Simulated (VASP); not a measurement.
# CdTe (I-4m2) in VASP: a series of runs, part 2 of 2

VASP 6.6.1.

### Step 3. Single point, LDA (in-plane strain -0.02, then relaxed in part)

Input file INCAR:

```
SYSTEM = CdTe
PREC = Accurate
ENCUT = 520
EDIFF = 1E-6
ISMEAR = 0
SIGMA = 0.01
LREAL = .False.
LASPH = .True.
NELM = 80
ALGO = Normal
ISIF = 2
LWAVE = .False.
LCHARG = .False.
NBANDS = 16
```

Input file KPOINTS:

```
regular mesh
0
Gamma
  6 6 6
  0 0 0
```

Input file POSCAR:

```
CdTe
1.0
    3.1409000000      3.1409000000      0.0000000000
   -3.1409000000      3.1409000000      0.0000000000
    0.0000000000      3.1409000000      3.2909219461
Cd Te
1 1
Direct
    0.0000000000      0.0000000000      0.0000000000
    0.7500000000      0.2500000000      0.5000000000
```

Potentials or basis: VASP PAW LDA potentials, release 64 (Cd, Te).

Launch:

```
cat potpaw_LDA.64/Cd/POTCAR potpaw_LDA.64/Te/POTCAR > POTCAR
mpirun -np 1 vasp_std > vasp.out
```

OUTCAR:

```text
SYSTEM = CdTe
   PREC = Accurate
   ENCUT = 520
   EDIFF = 1E-6
   ISMEAR = 0
   LREAL = .False.
   LASPH = .True.
   NELM = 80
   ISIF = 2

 ion  position               nearest neighbor table
   1  0.000  0.000  0.000-   2 2.76   2 2.76   2 2.76   2 2.76
   2  0.750  0.250  0.500-   1 2.76   1 2.76   1 2.76   1 2.76

  LATTYP: Found a body centered tetragonal cell.
 ALAT       =     4.4419033781
 C/A-ratio  =     1.4817620583

  Lattice vectors:

 A1 = (   3.1409000000,   0.0000000000,  -3.2909219461)
 A2 = (  -3.1409000000,   0.0000000000,  -3.2909219461)
 A3 = (   0.0000000000,   3.1409000000,   3.2909219461)

Analysis of symmetry for initial positions (statically):
=====================================================================
 Subroutine PRICEL returns:
 Original cell was already a primitive cell.

 Routine SETGRP: Setting up the symmetry group for a
 body centered tetragonal supercell.

 Subroutine GETGRP returns: Found  8 space group operations
 (whereof  8 operations were pure point group operations)
 out of a pool of 16 trial point group operations.

The static configuration has the point symmetry D_2d.

Analysis of symmetry for dynamics (positions and initial velocities):
=====================================================================
 Subroutine PRICEL returns:
[... 156 lines left out ...]
  energy without entropy =       -6.03527435  energy(sigma->0) =       -6.03527435

 E-fermi :   2.7318     XC(G=0):  -9.1510

 val. band max:        2.6612574402   @ k =   0.0000   0.0000   0.0000
 cond. band min:       3.2897804637   @ k =   0.0000   0.0000   0.0000
 fundamental gap:      0.6285230235
 Fermi energy:         2.7317565868

 k-point     1 :       0.0000    0.0000    0.0000
  band No.  band energies     occupation
      1      -8.9123      2.00000
      2      -5.8724      2.00000
      3      -5.8605      2.00000
      4      -5.8605      2.00000
      5      -5.5719      2.00000
      6      -5.5597      2.00000
[... 433 lines left out ...]
      3      -5.7288      2.00000
      4      -5.5960      2.00000
      5      -5.5628      2.00000
      6      -5.0162      2.00000
[... 8 lines left out ...]
     15      12.9966      0.00000
     16      13.7058      0.00000

 [... further k-points ...]
[... 5 lines left out ...]
  --------------------------------------------------------------------------------------
  -------------------------------------------------------------------------------------
  Total        0.4880621      0.4880621      0.1164551      0.0000000      0.0000000      0.0000000
  in kB       12.0428671     12.0428671      2.8735145      0.0000000      0.0000000      0.0000000
  external PRESSURE =       8.9864163 kB  Pullay stress =       0.0000000 kB

 VOLUME and BASIS-vectors are now :
 -----------------------------------------------------------------------------
  energy-cutoff  :      520.00
  volume of cell :       64.93
      direct lattice vectors                 reciprocal lattice vectors
     3.140900000  3.140900000  0.000000000     0.159190041  0.159190041 -0.151933108
    -3.140900000  3.140900000  0.000000000    -0.159190041  0.159190041 -0.151933108
     0.000000000  3.140900000  3.290921946     0.000000000  0.000000000  0.303866216

 POSITION                                       TOTAL-FORCE (eV/Angst)
 -----------------------------------------------------------------------------------
      0.00000      0.00000      0.00000        -0.000000      0.000000      0.000000
      1.57045      4.71135      1.64546         0.000000     -0.000000      0.000000
 -----------------------------------------------------------------------------------
    total drift:                               -0.000000      0.000000      0.000000

  FREE ENERGIE OF THE ION-ELECTRON SYSTEM (eV)
  ---------------------------------------------------
  free  energy   TOTEN  =        -6.0352743474 eV

  energy  without entropy=       -6.0352743474  energy(sigma->0) =       -6.03527435
```

Run time: 16 s. Hardware: 1 thread of Intel Xeon 6975P-C, shared host; peak memory 0.18 GiB.

What came out:

| Property | Result |
| --- | --- |
| Free energy | -6.0353 eV |
| Pressure | 0.9 GPa |
| Band gap on the k mesh | 0.63 eV, direct |

Caveat: the cell differs from its parent crystal (in-plane strain -0.02, then relaxed in part); spin-orbit coupling is left out, which moves the levels of the heavy elements.

### Step 4. Single point, LDA (film at in-plane strain -0.02)

Input file INCAR:

```
PREC = Accurate
ENCUT = 520
EDIFF = 1E-6
ISMEAR = 0
SIGMA = 0.01
LREAL = F
LASPH = T
NELM = 80
ALGO = Normal
ISIF = 2
LWAVE = F
LCHARG = F
NBANDS = 16
```

Input file KPOINTS:

```
regular mesh
0
Gamma
  6 6 6
```

POSCAR is that of step 3.

Launch:

```
cat potpaw_LDA.64/Cd/POTCAR potpaw_LDA.64/Te/POTCAR > POTCAR
mpirun -np 1 vasp_std > vasp.out
```

Run time: 16 s. Hardware: 1 thread of Intel Xeon 6975P-C, shared host; peak memory 0.18 GiB.

The run converged. Its results:

| Item | Value |
| --- | --- |
| Free energy | -6.0353 eV |
| Pressure | 0.9 GPa |
| Band gap on the k mesh | 0.63 eV, direct |

Stress tensor (GPa, compression positive):
```
1.20 0.00 0.00
0.00 1.20 0.00
0.00 0.00 0.29
```

Levels at points of the mesh, in eV from the valence-band top:
```tsv
k point	band 7	band 8	band 9	band 10	band 11	band 12
(0.00, 0.00, 0.00)	-0.18	0.00	0.00	0.63	4.42	4.42
(0.50, 0.00, 0.00)	-4.83	-1.04	-0.79	1.62	4.90	5.17
(0.50, 0.50, 0.00)	-4.58	-2.22	-2.14	2.22	2.36	8.92
(0.00, 0.00, 0.50)	-4.83	-1.97	-1.97	2.42	2.72	8.60
```

Caveat: the cell differs from its parent crystal (film at in-plane strain -0.02); spin-orbit coupling is left out, which moves the levels of the heavy elements.
